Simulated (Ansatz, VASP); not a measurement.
## Ge: VASP beside Ansatz

Contents of INCAR:

```
SYSTEM = Ge
PREC     = Accurate       ! precision mode
ENCUT    = 520            ! plane-wave cutoff, eV
EDIFF    = 1E-6           ! SCF threshold, eV
ISMEAR   = -1             ! smearing method
SIGMA    = 0.1            ! smearing width, eV
LREAL    = .FALSE.        ! projectors in reciprocal space
LASPH    = .TRUE.         ! aspherical terms in the spheres
NELM     = 60             ! most SCF steps
ALGO     = Normal         ! electronic algorithm
ISIF     = 2              ! what is computed and relaxed
LWAVE    = .FALSE.        ! write WAVECAR
LCHARG   = .TRUE.         ! write CHGCAR
GGA      = PE             ! functional
LELF     = .TRUE.         ! ELF
LVHAR    = .TRUE.       
NBANDS   = 13             ! bands
```

Contents of KPOINTS:

```
Automatic mesh
0
G
  14 14 14
  0 0 0
```

The input POSCAR:

```
Ge
1.0
    0.0000000000      2.1385113409      2.1385113409
    2.1385113409      0.0000000000      2.1385113409
    2.1385113409      2.1385113409      0.0000000000
Ge
1
Direct
    0.0000000000      0.0000000000      0.0000000000
```

Input for Ansatz:

```yaml
crystal:
  lattice:
    - [0.0, 2.1385113409, 2.1385113409]
    - [2.1385113409, 0.0, 2.1385113409]
    - [2.1385113409, 2.1385113409, 0.0]
  atoms:
    - { symbol: Ge, position: [0.0, 0.0, 0.0] }
hamiltonian:
  xc: pbe
  pseudopotentials:
    kind: paw
    azcp:
      Ge: "pseudopotentials/Ge.paw.azcp"
basis:
  ecutwfc: 420
  fft_grid_basis: typed
kpoints:
  mp_grid: { grid: [14, 14, 14], shift: [0, 0, 0] }
magnetization:
  spin_polarized: false
scf:
  occupations: { method: fermi_dirac, width: 0.1 }
  lower_state_search: "off"
output:
  stress: true
```

Alike in both runs: task single point; functional PBE; k mesh 14 × 14 × 14; occupations fermi-dirac, width 0.1 eV; no spin polarisation.

|  | VASP | Ansatz |
| --- | --- | --- |
| version | VASP 6.6.1 | Ansatz 0.2.0 |
| potentials or method | VASP PAW PBE potentials, release 64 (Ge_d), cutoff 520 eV | plane waves (420 eV) with PAW, scalar-relativistic |
| valence electrons in the cell | 14 | 14 |

VASP gave:

```
pressure (GPa) : 0.2
```

Q: Which values does Ansatz return?

A: Pressure (GPa): 0.3.
